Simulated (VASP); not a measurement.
Set up this calculation in VASP 6.6.1, as the native input.

```yaml
Task: relaxation of cell and atoms
Functional: PBE
Potentials_or_basis: VASP PAW PBE potentials, release 64 (Pt, Se)
Cutoff: 600 eV
k_mesh: 4 × 4 × 6
Occupations: fermi-dirac, width 0.02 eV
Spin: no spin polarisation
Dipole_correction: no
Further_INCAR_settings: ALGO = Normal; EDIFF = 1e-07; IBRION = 2; EDIFFG = -0.005; NSW = 80; ISIF = 3
```

The structure of PtSe2 lies in POSCAR:

```
PtSe2
1.0
    6.3217536700      0.0000000000      0.0000000000
    0.0000000000      6.3217536700      0.0000000000
    0.0000000000      0.0000000000      4.1723574222
Pt Se
2 4
Direct
    0.0000000000      0.0000000000      0.0000000000
    0.5000000000      0.5000000000      0.5000000000
    0.3050000000      0.3050000000      0.0000000000
    0.1950000000      0.8050000000      0.5000000000
    0.8050000000      0.1950000000      0.5000000000
    0.6950000000      0.6950000000      0.0000000000
```

One way to write it, as run:

INCAR

```
SYSTEM = PtSe2
  ALGO = Normal
  EDIFF = 1E-7
  EDIFFG = -0.005
  ENCUT = 600
  GGA = PE
  IBRION = 2
  ISIF = 3
  ISMEAR = -1
  LASPH = .TRUE.
  LCHARG = .FALSE.
  LREAL = .FALSE.
  LWAVE = .FALSE.
  NELM = 60
  NSW = 80
  PREC = Accurate
  SIGMA = 0.02
```

KPOINTS

```
k-points
0
G
  4 4 6
  0 0 0
```

Potentials or basis: VASP PAW PBE potentials, release 64 (Pt, Se).

Run with:

```console
$ cat potpaw_PBE.64/Pt/POTCAR potpaw_PBE.64/Se/POTCAR > POTCAR
$ mpirun -np 1 vasp_std > vasp.out
```

It gave:

* Relaxed volume: 22.48 Å³/atom
* Relaxed cell: a = 5.802 Å, b = 5.802 Å, c = 4.007 Å, α = 90.00°, β = 90.00°, γ = 90.00°
* Space group after relaxing (to 0.1 Å): P4_2/mnm (No. 136)
* Energy gained by relaxing: 252.3 meV/atom
* Ionic steps: 12
* Pressure after relaxing: 0.0 GPa
* Band gap on the k mesh: zero (bands 22 and 23 overlap by 0.37 eV)

Caveat: the volume moved by over 15 % at a fixed basis, so the end points are rough; spin-orbit coupling is left out, which moves the levels of the heavy elements.

Wall time 22 min on 1 thread of Intel(R) Xeon(R) Platinum 8259CL CPU @ 2.50GHz (Skylake/Cascade Lake) (shared host), peak memory 0.39 GiB.
